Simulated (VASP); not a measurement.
# Ca (Im-3m) in VASP: notebook

The runs below take Ca through single point, relaxation of cell and atoms, with PBEsol.

Program: VASP 6.6.1. These are calculated values, not measurements. Logs are shortened: lines on timing, memory, paths and dates and some standing lists are left out, and cuts for length are marked.

## Step 1: The cell of the first run

It takes space group Im-3m (No. 229, cubic). Conventional cell: a = 4.323 Å, b = 4.323 Å, c = 4.323 Å, α = 90.00°, β = 90.00°, γ = 90.00°. Within 4.9 Å of Ca (site symmetry m-3m) lie 14 Ca at 3.74 to 4.32 Å.

## Step 2: Single point, PBEsol

The input, INCAR:

```
SYSTEM = Ca
ALGO = Normal ; EDIFF = 1E-6
ENCUT = 520 ; GGA = PS
ISIF = 2 ; ISMEAR = 0
LASPH = .True. ; LCHARG = .False.
LREAL = .False. ; LWAVE = .False.
NBANDS = 11 ; NELM = 100
PREC = Accurate ; SIGMA = 0.1
```

The input, KPOINTS:

```
k-points
0
Gamma
  14 14 14
  0 0 0
```

The input, POSCAR:

```
Ca
1.0
   -2.1615068665      2.1615068665      2.1615068665
    2.1615068665     -2.1615068665      2.1615068665
    2.1615068665      2.1615068665     -2.1615068665
Ca
1
Direct
    0.0000000000      0.0000000000      0.0000000000
```

Potentials or basis: VASP PAW PBE potentials, release 64 (Ca_sv).

Command:

```bash
$ cat potpaw_PBE.64/Ca_sv/POTCAR > POTCAR
$ mpirun -np 1 vasp_std > vasp.out
```

OUTCAR:

```text
SYSTEM = Ca
   EDIFF = 1E-6
   ENCUT = 520
   GGA = PS
   ISIF = 2
   ISMEAR = 0
   LASPH = .True.
   LREAL = .False.
   NELM = 100
   PREC = Accurate

 ion  position               nearest neighbor table
   1  0.000  0.000  0.000-

  LATTYP: Found a body centered cubic cell.
 ALAT       =     4.3230137330

  Lattice vectors:

 A1 = (  -2.1615068665,   2.1615068665,   2.1615068665)
 A2 = (   2.1615068665,  -2.1615068665,   2.1615068665)
 A3 = (   2.1615068665,   2.1615068665,  -2.1615068665)

Analysis of symmetry for initial positions (statically):
=====================================================================
 Subroutine PRICEL returns:
 Original cell was already a primitive cell.

 Routine SETGRP: Setting up the symmetry group for a
 body centered cubic supercell.

 Subroutine GETGRP returns: Found 48 space group operations
 (whereof 48 operations were pure point group operations)
 out of a pool of 48 trial point group operations.

The static configuration has the point symmetry O_h .

Analysis of symmetry for dynamics (positions and initial velocities):
=====================================================================
 Subroutine PRICEL returns:
 Original cell was already a primitive cell.

 Routine SETGRP: Setting up the symmetry group for a
 body centered cubic supercell.

 Subroutine GETGRP returns: Found 48 space group operations
 (whereof 48 operations were pure point group operations)
 out of a pool of 48 trial point group operations.

The dynamic configuration has the point symmetry O_h .

 Subroutine INISYM returns: Found 48 space group operations
 (whereof 48 operations are pure point group operations),
 and found     1 'primitive' translations

----------------------------------------------------------------------------------------

                                     Primitive cell

  volume of cell :      40.3952

  direct lattice vectors                    reciprocal lattice vectors
    -2.161506866  2.161506866  2.161506866     0.000000000  0.231320107  0.231320107
     2.161506866 -2.161506866  2.161506866     0.231320107  0.000000000  0.231320107
     2.161506866  2.161506866 -2.161506866     0.231320107  0.231320107  0.000000000

  length of vectors
     3.743839714  3.743839714  3.743839714     0.327136033  0.327136033  0.327136033

  position of ions in fractional coordinates (direct lattice)
     0.000000000  0.000000000  0.000000000

  ion indices of the primitive-cell ions
   primitive index   ion index
                 1           1

----------------------------------------------------------------------------------------

 KPOINTS: k-points

Automatic generation of k-mesh.
 Grid dimensions read from file:
 generate k-points for:   14   14   14

 Generating k-lattice:

  Cartesian coordinates                     Fractional coordinates (reciprocal lattice)
     0.000000000  0.016522865  0.016522865     0.071428571  0.000000000  0.000000000
     0.016522865  0.000000000  0.016522865     0.000000000  0.071428571  0.000000000
     0.016522865  0.016522865  0.000000000     0.000000000  0.000000000  0.071428571

  Length of vectors
     0.023366859  0.023366859  0.023366859

  Shift w.r.t. Gamma in fractional coordinates (k-lattice)
     0.000000000  0.000000000  0.000000000

 Subroutine IBZKPT returns following result:
 ===========================================

 Found    104 irreducible k-points:

 Following reciprocal coordinates:
            Coordinates               Weight
  0.000000  0.000000  0.000000      1.000000
  0.071429  0.000000  0.000000     12.000000
  0.142857  0.000000  0.000000     12.000000
  0.214286  0.000000  0.000000     12.000000
  0.285714  0.000000  0.000000     12.000000
  0.357143  0.000000  0.000000     12.000000
[... 16 lines left out ...]
  0.285714  0.285714  0.000000     24.000000
  0.357143  0.285714 -0.000000     24.000000
 [... further k-points ...]
   k-points           NKPTS =    104   k-points in BZ     NKDIM =    104   number of bands    NBANDS=     11
   number of dos      NEDOS =    301   number of ions     NIONS =      1
   total plane-waves  NPLWV =  21952
   dimension x,y,z NGX =    28 NGY =   28 NGZ =   28
   dimension x,y,z NGXF=    56 NGYF=   56 NGZF=   56
   ions per type =               1
   NGX,Y,Z   is equivalent  to a cutoff of  12.43, 12.43, 12.43 a.u.
   NGXF,Y,Z  is equivalent  to a cutoff of  24.87, 24.87, 24.87 a.u.
 SYSTEM =  Ca
   PREC   = accura    normal or accurate (medium, high low for compatibility)
   ISTART =      0    job   : 0-new  1-cont  2-samecut
   ICHARG =      2    charge: 1-file 2-atom 10-const
   ISPIN  =      1    spin polarized calculation?
   LNONCOLLINEAR =      F non collinear calculations
   LSORBIT =      F    spin-orbit coupling
   LASPH  =      T    aspherical Exc in radial PAW
   ENCUT  =  520.0 eV  38.22 Ry    6.18 a.u.   6.96  6.96  6.96*2*pi/ulx,y,z
   NELM   =    100;   NELMIN=  2; NELMDL= -5     # of ELM steps
   EDIFF  = 0.1E-05   stopping-criterion for ELM
   LREAL  =      F    real-space projection
   EDIFFG = 0.1E-04   stopping-criterion for IOM
   NSW    =      0    number of steps for IOM
   IBRION =     -1    ionic relax: 0-MD 1-quasi-New 2-CG
   NFREE  =      0    steps in history (QN), initial steepest desc. (CG)
   ISIF   =      2    stress and relaxation
   ISYM   =      2    0-nonsym 1-usesym 2-fastsym
   POTIM  = 0.5000    time-step for ionic-motion
   TEBEG  =    0.0;   TEEND  =   0.0 temperature during run
   PSTRESS=    0.0 pullay stress
   NELECT =      10.0000    total number of electrons
   NUPDOWN=      -1.0000    fix difference up-down
   EMIN   =  10.00;   EMAX   =-10.00  energy-range for DOS
   EFERMI =   0.00;   METHOD = LEGACY
   ISMEAR =     0;   SIGMA  =   0.10  broadening in eV -4-tet -1-fermi 0-gaus
   EFERMI_NEDOS =   21; number of points for ismear=-14 and -15
   IALGO  =     38    algorithm
   IMIX   =      4    mixing-type and parameters
     AMIX     =   0.40;   BMIX     =  1.00
     AMIX_MAG =   1.60;   BMIX_MAG =  1.00
  volume/ion in A,a.u.               =      40.40       272.60
  Fermi-wavevector in a.u.,A,eV,Ry     =   1.027933  1.942512 14.376550  1.056647
  Thomas-Fermi vector in A             =   2.161904
   LORBIT       =      0    0 simple, 1 ext, 2 COOP (PROOUT), +10 PAW based schemes
   GGA     = PS    functional components
   LHFCALC =     F    Hartree Fock is set to
   AEXX    =    0.0000 exact exchange contribution
   IVDW    =     0    specifies the selected vdW correction
   LEPSILON=     F    determine dielectric tensor
   LRPA    =     F    only Hartree local field effects (RPA)
 non-spin polarized calculation
 Gauss-broadening in eV      SIGMA  =   0.10
  energy-cutoff  :      520.00
  volume of cell :       40.40
 maximum number of plane-waves:      1112
   NGX = 13   NGY = 13   NGZ = 13

 number of electron      10.0000002 magnetization

 Free energy of the ion-electron system (eV)
  ---------------------------------------------------
  ext. energy  EPLUGINS =         0.00000000
  ---------------------------------------------------
  free energy    TOTEN  =        -2.12124098 eV

  energy without entropy =       -2.11306968  energy(sigma->0) =       -2.11715533

 E-fermi :   2.1262     XC(G=0):  -7.9481

 val. band max:        2.1257812469   @ k =   0.5000   0.5000   0.0714
 cond. band min:       2.1307977542   @ k =   0.3571   0.2857  -0.0000
 fundamental gap:      0.0050165073
 Fermi energy:         2.1261628176

 k-point     1 :       0.0000    0.0000    0.0000
  band No.  band energies     occupation
      1     -39.6605      2.00000
      2     -20.6452      2.00000
      3     -20.6452      2.00000
      4     -20.6452      2.00000
      5      -2.0427      2.00000
      6       4.4604      0.00000
      7       4.4604      0.00000
      8       4.4604      0.00000
      9       5.5778      0.00000
     10       5.5778      0.00000
     11      12.5480      0.00000

 k-point     2 :       0.0714    0.0000    0.0000
  band No.  band energies     occupation
      1     -39.6596      2.00000
      2     -20.6537      2.00000
      3     -20.6480      2.00000
      4     -20.6452      2.00000
      5      -1.9466      2.00000
      6       4.3990      0.00000
      7       4.4239      0.00000
      8       4.5344      0.00000
      9       5.5028      0.00000
     10       5.5792      0.00000
     11      12.4648      0.00000

 k-point     3 :       0.1429    0.0000    0.0000
  band No.  band energies     occupation
      1     -39.6570      2.00000
      2     -20.6774      2.00000
      3     -20.6558      2.00000
      4     -20.6452      2.00000
      5      -1.6634      2.00000
      6       4.2354      0.00000
      7       4.2608      0.00000
      8       4.7522      0.00000
      9       5.3793      0.00000
     10       5.5891      0.00000
     11      11.9597      0.00000

 k-point     4 :       0.2143    0.0000    0.0000
  band No.  band energies     occupation
      1     -39.6532      2.00000
      2     -20.7114      2.00000
      3     -20.6670      2.00000
      4     -20.6452      2.00000
      5      -1.2096      2.00000
      6       3.9126      0.00000
      7       4.0172      0.00000
      8       5.1002      0.00000
      9       5.3567      0.00000
     10       5.6199      0.00000
     11      10.8915      0.00000

 k-point     5 :       0.2857    0.0000    0.0000
  band No.  band energies     occupation
      1     -39.6491      2.00000
      2     -20.7487      2.00000
      3     -20.6795      2.00000
      4     -20.6452      2.00000
      5      -0.6141      2.00000
      6       3.4502      0.00000
      7       3.7959      0.00000
      8       5.4202      0.00000
      9       5.5511      0.00000
     10       5.6799      0.00000
     11       9.6838      0.00000

 k-point     6 :       0.3571    0.0000    0.0000
  band No.  band energies     occupation
      1     -39.6453      2.00000
      2     -20.7820      2.00000
      3     -20.6906      2.00000
      4     -20.6452      2.00000
      5       0.0748      2.00000
      6       2.9537      0.00000
      7       3.6118      0.00000
      8       5.4841      0.00000
      9       5.7622      0.00000
     10       6.0511      0.00000
     11       8.6503      0.00000

 k-point     7 :       0.4286    0.0000    0.0000
  band No.  band energies     occupation
      1     -39.6427      2.00000
      2     -20.8048      2.00000
      3     -20.6984      2.00000
      4     -20.6452      2.00000
      5       0.7677      2.00000
      6       2.4534      0.00000
      7       3.4916      0.00000
      8       5.4941      0.00000
      9       5.8393      0.00000
     10       6.4907      0.00000
     11       7.9756      0.00000

 k-point     8 :       0.5000    0.0000    0.0000
  band No.  band energies     occupation
      1     -39.6418      2.00000
      2     -20.8130      2.00000
      3     -20.7011      2.00000
      4     -20.6452      2.00000
      5       1.1717      2.00000
      6       2.1330      0.92290
      7       3.4499      0.00000
      8       5.4807      0.00000
      9       5.8718      0.00000
     10       6.6798      0.00000
     11       7.7485      0.00000
[... 141 lines left out ...]
 k-point    19 :       0.4286    0.1429    0.0000
  band No.  band energies     occupation
      1     -39.6410      2.00000
      2     -20.8021      2.00000
      3     -20.7113      2.00000
      4     -20.6561      2.00000
      5       1.4424      2.00000
      6       2.1403      0.84179
      7       3.3260      0.00000
      8       5.4169      0.00000
      9       5.8864      0.00000
     10       6.8487      0.00000
     11       7.5139      0.00000

 k-point    20 :       0.2143    0.2143    0.0000
  band No.  band energies     occupation
      1     -39.6443      2.00000
      2     -20.7730      2.00000
      3     -20.6973      2.00000
      4     -20.6594      2.00000
      5       0.2551      2.00000
      6       3.0524      0.00000
      7       3.4505      0.00000
      8       5.3375      0.00000
      9       5.8245      0.00000
     10       6.1982      0.00000
     11       8.6954      0.00000

 k-point    21 :       0.2857    0.2143    0.0000
  band No.  band energies     occupation
      1     -39.6418      2.00000
      2     -20.7842      2.00000
      3     -20.7140      2.00000
      4     -20.6616      2.00000
      5       0.9380      2.00000
      6       2.7086      0.00000
      7       3.2486      0.00000
      8       5.4327      0.00000
      9       5.8079      0.00000
     10       6.6695      0.00000
     11       7.8416      0.00000

 k-point    22 :       0.3571    0.2143    0.0000
  band No.  band energies     occupation
      1     -39.6404      2.00000
      2     -20.7888      2.00000
      3     -20.7252      2.00000
      4     -20.6625      2.00000
      5       1.5836      2.00000
      6       2.3028      0.01246
      7       3.1212      0.00000
      8       5.4675      0.00000
      9       5.8406      0.00000
     10       7.0388      0.00000
     11       7.3023      0.00000

 k-point    23 :       0.2857    0.2857    0.0000
  band No.  band energies     occupation
      1     -39.6402      2.00000
      2     -20.7796      2.00000
      3     -20.7347      2.00000
      4     -20.6648      2.00000
      5       1.5932      2.00000
      6       2.5151      0.00000
      7       2.9336      0.00000
      8       5.5544      0.00000
      9       5.7665      0.00000
     10       7.1426      0.00000
     11       7.2162      0.00000

 k-point    24 :       0.3571    0.2857   -0.0000
  band No.  band energies     occupation
      1     -39.6396      2.00000
      2     -20.7730      2.00000
      3     -20.7472      2.00000
      4     -20.6657      2.00000
      5       2.1308      0.94774
      6       2.2289      0.14629
      7       2.7428      0.00000
      8       5.6141      0.00000
      9       5.7784      0.00000
     10       6.9249      0.00000
     11       7.4677      0.00000

 [... further k-points ...]
[... 5 lines left out ...]
  --------------------------------------------------------------------------------------
  -------------------------------------------------------------------------------------
  Total        0.0012141      0.0012141      0.0012141      0.0000000      0.0000000     -0.0000000
  in kB        0.0481548      0.0481548      0.0481548      0.0000000      0.0000000     -0.0000000
  external PRESSURE =       0.0481548 kB  Pullay stress =       0.0000000 kB

 VOLUME and BASIS-vectors are now :
 -----------------------------------------------------------------------------
  energy-cutoff  :      520.00
  volume of cell :       40.40
      direct lattice vectors                 reciprocal lattice vectors
    -2.161506866  2.161506866  2.161506866     0.000000000  0.231320107  0.231320107
     2.161506866 -2.161506866  2.161506866     0.231320107  0.000000000  0.231320107
     2.161506866  2.161506866 -2.161506866     0.231320107  0.231320107  0.000000000

 POSITION                                       TOTAL-FORCE (eV/Angst)
 -----------------------------------------------------------------------------------
      0.00000      0.00000      0.00000        -0.000000      0.000000      0.000000
 -----------------------------------------------------------------------------------
    total drift:                               -0.000000     -0.000000     -0.000000

  FREE ENERGIE OF THE ION-ELECTRON SYSTEM (eV)
  ---------------------------------------------------
  free  energy   TOTEN  =        -2.1212409802 eV

  energy  without entropy=       -2.1130696753  energy(sigma->0) =       -2.11715533
```

It took 26 s on 1 thread of Intel Xeon Platinum 8259CL at 2.50GHz (Skylake/Cascade Lake), shared host; peak memory 0.18 GiB.

What came out:

- Free energy: -2.1212 eV
- Pressure: 0.0 GPa
- Band gap on the k mesh: zero (band 5 reaches 2.36 eV, above the bottom of band 6 at 2.09 eV)

Levels at points of the mesh, in eV from the Fermi level:
```
           k point  band 3  band 4  band 5  band 6  band 7  band 8
(0.00, 0.00, 0.00)  -22.77  -22.77   -4.17    2.33    2.33    2.33
(0.50, 0.00, 0.00)  -22.83  -22.77   -0.95    0.01    1.32    3.35
(0.50, 0.50, 0.50)  -22.89  -22.89   -0.02   -0.02    4.08    4.08
```

Caveat: the PAW data sets were made with another functional, which shifts forces and pressure a little.

## Step 3: Relaxation of cell and atoms, PBEsol

This run uses another cell than the first one, of 44.96 Å³/atom, 1.113 times its volume.

The input, INCAR:

```
SYSTEM = Ca
PREC = Accurate
ENCUT = 600
EDIFF = 1E-6
ISMEAR = 0
SIGMA = 0.1
LREAL = .FALSE.
LASPH = .TRUE.
NELM = 100
ALGO = Normal
ISIF = 3
LWAVE = .FALSE.
LCHARG = .FALSE.
GGA = PS
IBRION = 2
NSW = 100
EDIFFG = -0.005
```

The input, KPOINTS:

```
Automatic mesh
0
G
  14 14 14
  0 0 0
```

The input, POSCAR:

```
Ca
1.0
   -2.2400000000      2.2400000000      2.2400000000
    2.2400000000     -2.2400000000      2.2400000000
    2.2400000000      2.2400000000     -2.2400000000
Ca
1
Direct
    0.0000000000      0.0000000000      0.0000000000
```

Potentials or basis: VASP PAW PBE potentials, release 64 (Ca_sv).

Command:

```bash
$ cat potpaw_PBE.64/Ca_sv/POTCAR > POTCAR
$ mpirun -np 1 vasp_std > vasp.out
```

It took 77 s on 1 thread of Intel Xeon Platinum 8259CL at 2.50GHz (Skylake/Cascade Lake), shared host; peak memory 0.22 GiB.

Results (log left out):

* Free energy: -2.1216 eV
* Relaxed volume: 40.49 Å³/atom
* Relaxed cell: a = 3.747 Å, b = 3.747 Å, c = 3.747 Å, α = 109.47°, β = 109.47°, γ = 109.47°
* Space group after relaxing (to 0.05 Å): Im-3m (No. 229)
* Energy gained by relaxing: 22.7 meV/atom
* Ionic steps: 3
* Pressure after relaxing: 0.0 GPa
* Band gap on the k mesh: zero (band 5 reaches 2.35 eV, above the bottom of band 6 at 2.08 eV)

Step by step:
| step | energy change (eV) | largest force (eV/Å) | pressure (GPa) | volume (Å³) |
| --- | --- | --- | --- | --- |
| 1 | 0.0000 | 0.0000 | -1.53 | 44.96 |
| 2 | -0.0189 | 0.0000 | -0.67 | 42.22 |
| 3 | -0.0227 | 0.0000 | -0.01 | 40.49 |

Final structure:
```
Ca
1.0
    -2.16312    2.16312    2.16312
     2.16312   -2.16312    2.16312
     2.16312    2.16312   -2.16312
Ca
1
Direct
  0.00000 0.00000 0.00000
```

Levels at points of the mesh, in eV from the Fermi level:
```csv
k point,band 3,band 4,band 5,band 6,band 7,band 8
"(0.00, 0.00, 0.00)",-22.78,-22.78,-4.16,2.33,2.33,2.33
"(0.50, 0.00, 0.00)",-22.83,-22.78,-0.95,0.00,1.32,3.35
"(0.50, 0.50, 0.50)",-22.90,-22.90,-0.01,-0.01,4.07,4.07
```

Caveat: the PAW data sets were made with another functional, which shifts forces and pressure a little.
